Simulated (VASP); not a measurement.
Wanted: the native input for a VASP 6.6.1 run.

```
Task                   : single point
Functional             : revPBE
Potentials or basis    : VASP PAW PBE potentials, release 64 (Ir)
Cutoff                 : 520 eV
k mesh                 : 21 × 21 × 12
Occupations            : fermi-dirac, width 0.1 eV
Spin                   : no spin polarisation
Dipole correction      : no
Further INCAR settings : ALGO = Normal; EDIFF = 1e-07; NBANDS = 16
```

The structure of Ir lies in POSCAR:

```
Ir
1.0
    2.7566050932      0.0000000000      0.0000000000
   -1.3783025466      2.3872900389      0.0000000000
    0.0000000000      0.0000000000      4.4702982130
Ir
2
Direct
    0.3333333333      0.6666666667      0.2500000000
    0.6666666667      0.3333333333      0.7500000000
```

These files were run (other wordings do the same):

INCAR

```
PREC = Accurate ; ENCUT = 520
EDIFF = 1E-7 ; ISMEAR = -1
SIGMA = 0.1 ; LREAL = F
LASPH = T ; NELM = 60
ALGO = Normal ; ISIF = 2
LWAVE = F ; LCHARG = T
GGA = RE ; LELF = T
LVHAR = T ; NBANDS = 16
```

KPOINTS

```
regular mesh
0
Gamma
  21 21 12
```

Potentials or basis: VASP PAW PBE potentials, release 64 (Ir).

Run with:

```bash
$ cat potpaw_PBE.64/Ir/POTCAR > POTCAR
$ mpirun -np 1 vasp_std > vasp.out
```

Results of the run:

The pressure is 0.3 GPa. The band gap on the k mesh is zero (band 9 reaches 10.81 eV, above the bottom of band 10 at 7.69 eV).

Caveat: the PAW data sets were made with another functional, which shifts forces and pressure a little; spin-orbit coupling is left out, which moves the levels of the heavy elements.

Run time: 2.1 min on 1 thread of Intel Xeon 6975P-C, on a shared host, peak memory 0.26 GiB.
